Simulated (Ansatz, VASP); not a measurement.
# AlB2As3: VASP beside Ansatz

```
CELL_PARAMETERS angstrom
3.59680 -0.00014 -0.00054
0.00029 -7.19376 -0.00003
-1.79732 1.79677 -7.83119
ATOMIC_POSITIONS crystal
Al 0.99987 0.99997 0.99998
Al 0.00001 0.49995 0.99998
B 0.32427 0.66213 0.64862
B 0.32442 0.16212 0.64857
B 0.67583 0.83787 0.35140
B 0.67580 0.33788 0.35142
As 0.60190 0.55098 0.20382
As 0.60176 0.05103 0.20381
As 0.25004 0.87499 0.50000
As 0.25001 0.37502 0.50002
As 0.89796 0.69903 0.79622
As 0.89813 0.19903 0.79616
```

Change from the starting cell: cell x2, atoms moved at random (sigma 0.15 Å) and cell strained at random (1.5 %), then relaxed without symmetry.

Alike in both runs: functional PBE; k mesh 4 × 2 × 4; occupations gaussian, width 0.1 eV; no spin polarisation.

Ansatz relaxed the structure, and its values are those at the end. VASP's run is a single point on that final structure, the one shown.

```csv
,VASP,Ansatz
version,VASP 6.6.1,Ansatz 0.2.0
potentials or method,"VASP PAW PBE potentials, release 64 (Al, B, As), cutoff 520 eV","scalar-relativistic, plane waves, PAW"
valence electrons in the cell,48,108
```

|  | VASP | Ansatz | Ansatz less VASP |
| --- | --- | --- | --- |
| gap on the k mesh at the Fermi level (eV) | 0.58 | 0.59 | +0.009 |
| least direct gap on the mesh (eV) | 0.64 | 0.65 | +0.008 |
| pressure (GPa) | 0.4 | 0.0 | -0.35 |
| rms of the force components (eV/Å) | 0.008 | 0.005 | -0.0039 |

With one functional, cell and mesh, what is left measures potentials, basis and numerics. VASP's potentials hold 48 valence electrons a cell and Ansatz's 108, so a difference there can come from the potentials and not from the codes.

The k mesh is coarse, so the values compare programs but aren't converged.
